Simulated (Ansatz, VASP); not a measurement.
## One calculation of Be3B4, two programs

INCAR

```
SYSTEM = Be3B4
PREC = Accurate ; ENCUT = 520
EDIFF = 1E-6 ; ISMEAR = 0
SIGMA = 0.1 ; LREAL = .False.
LASPH = .True. ; NELM = 80
ALGO = Normal ; ISIF = 2
LWAVE = .False. ; LCHARG = .True.
LDIPOL = .True. ; IDIPOL = 3
DIPOL = 0.5 0.5 0.506 ; GGA = PE
LELF = .True. ; LVHAR = .True.
LVACPOTAV = .True. ; NBANDS = 18
```

File KPOINTS:

```
regular mesh
0
Gamma
  4 4 1
  0 0 0
```

Contents of POSCAR:

```
Be3B4
1.0
    2.9986680000     -3.7038440000      0.0000000000
    2.9986680000      3.7038440000      0.0000000000
    0.0000000000      0.0000000000     16.0000000000
Be B
3 4
Direct
    0.9361169700      0.8138830300      0.5394105200
    0.4361169700      0.3138830300      0.5394105200
    0.0638830300      0.1861169700      0.4605894800
    0.1807111200      0.5692888800      0.5094695600
    0.6807111200      0.0692888800      0.5094695600
    0.8192888800      0.4307111200      0.4905304400
    0.3192888800      0.9307111200      0.4905304400
```

Input for Ansatz:

```yaml
crystal:
  lattice:
    - [2.998668, -3.703844, 0.0]
    - [2.998668, 3.703844, 0.0]
    - [0.0, 0.0, 16.0]
  atoms:
    - { symbol: Be, position: [0.93611697, 0.81388303, 0.53941052] }
    - { symbol: Be, position: [0.43611697, 0.31388303, 0.53941052] }
    - { symbol: Be, position: [0.06388303, 0.18611697, 0.46058948] }
    - { symbol: B, position: [0.18071112, 0.56928888, 0.50946956] }
    - { symbol: B, position: [0.68071112, 0.06928888, 0.50946956] }
    - { symbol: B, position: [0.81928888, 0.43071112, 0.49053044] }
    - { symbol: B, position: [0.31928888, 0.93071112, 0.49053044] }
  periodic: [true, true, false]
basis:
  ecutwfc: 420
kpoints:
  mp_grid: { grid: [4, 4, 1] }
hamiltonian:
  xc: pbe
scf:
  occupations: { method: gaussian, width: 0.1 }
  lower_state_search: "off"
output:
  forces: true
  stress: true
  eigenvalues: true
```

Alike in both runs: task single point; functional PBE; k mesh 4 × 4 × 1; occupations gaussian, width 0.1 eV; no spin polarisation.

```csv
,VASP,Ansatz
version,VASP 6.6.1,Ansatz 0.2.0
potentials or method,"VASP PAW PBE potentials, release 64 (Be, B), cutoff 520 eV","scalar-relativistic, plane waves, PAW"
valence electrons in the cell,18,18
```

```csv
,VASP,Ansatz,Ansatz less VASP
gap on the k mesh at the Fermi level (eV),none,none,-
rms of the force components (eV/Å),1.133,1.137,+0.0039
```

Atom by atom the forces differ by 0.007 eV/Å (rms over components). A gap of «none» marks a metal or a gap that the smearing closes. With one functional, cell and mesh, what is left measures potentials, basis and numerics. Ansatz's warnings: slab cell height set.
